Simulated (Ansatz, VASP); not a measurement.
**Two plane-wave programs on Al3Si2N3**

The input INCAR:

```
SYSTEM = Al3Si2N3
  PREC = Accurate
  ENCUT = 600
  EDIFF = 1E-6
  ISMEAR = 0
  SIGMA = 0.2
  LREAL = .FALSE.
  LASPH = .TRUE.
  NELM = 60
  ALGO = Normal
  ISIF = 3
  LWAVE = .FALSE.
  LCHARG = .FALSE.
  GGA = PE
  IBRION = 2
  NSW = 36
  EDIFFG = -0.08
```

KPOINTS

```
regular mesh
0
G
  6 6 2
  0 0 0
```

POSCAR

```
Al3Si2N3
1.0
    3.3000000000      0.0000000000      0.0000000000
   -1.6500000000      2.8578838300      0.0000000000
    0.0000000000      0.0000000000     10.9400000000
Al Si N
3 2 3
Direct
    0.3333333300      0.6666666700      0.5000000000
    0.3333333300      0.6666666700      0.0000000000
    0.6666666700      0.3333333300      0.7500000000
    0.3333333300      0.6666666700      0.1875000000
    0.6666666700      0.3333333300      0.2500000000
    0.6666666700      0.3333333300      0.4375000000
    0.6666666700      0.3333333300      0.9375000000
    0.3333333300      0.6666666700      0.6875000000
```

Input for Ansatz:

```yaml
crystal:
  lattice:
    - [3.3, 0.0, 0.0]
    - [-1.65, 2.85788383, 0.0]
    - [0.0, 0.0, 10.94]
  atoms:
    - { symbol: Al, position: [0.33333333, 0.66666667, 0.5] }
    - { symbol: Al, position: [0.33333333, 0.66666667, 0.0] }
    - { symbol: Al, position: [0.66666667, 0.33333333, 0.75] }
    - { symbol: Si, position: [0.33333333, 0.66666667, 0.1875] }
    - { symbol: Si, position: [0.66666667, 0.33333333, 0.25] }
    - { symbol: "N", position: [0.66666667, 0.33333333, 0.4375] }
    - { symbol: "N", position: [0.66666667, 0.33333333, 0.9375] }
    - { symbol: "N", position: [0.33333333, 0.66666667, 0.6875] }
basis:
  ecutwfc: 420
kpoints:
  mp_grid: { grid: [6, 6, 2] }
hamiltonian:
  xc: pbe
scf:
  occupations: { method: gaussian, width: 0.2 }
  lower_state_search: "off"
output:
  forces: true
  stress: true
  eigenvalues: true
relax:
  adjacent_minimum: "off"
  f_tol: 0.08
  max_steps: 16
  cell: { stress_tol: 0.8 }
```

Alike in both runs: task relaxation of cell and atoms; functional PBE; k mesh 6 × 6 × 2; occupations gaussian, width 0.2 eV; no spin polarisation.

```csv
,VASP,Ansatz
version,VASP 6.6.1,Ansatz 0.2.0
potentials or method,"VASP PAW PBE potentials, release 64 (Al, Si, N), cutoff 600 eV","scalar-relativistic, plane waves, PAW"
valence electrons in the cell,32,32
```

Ansatz gave:

* gap on the k mesh at the Fermi level, each at its own relaxed structure (eV): none
* relaxed volume (Å³/atom): 12.60
* relaxed cell length with the largest relative difference (Å): 3.228

**Question.** What did VASP give for the same quantities?

**Answer.** gap on the k mesh at the Fermi level, each at its own relaxed structure (eV): none; relaxed volume (Å³/atom): 12.56; relaxed cell length with the largest relative difference (Å): 3.221.

A gap of «none» marks a metal or a gap that the smearing closes.

The k mesh is coarse, so the values compare programs but aren't converged.
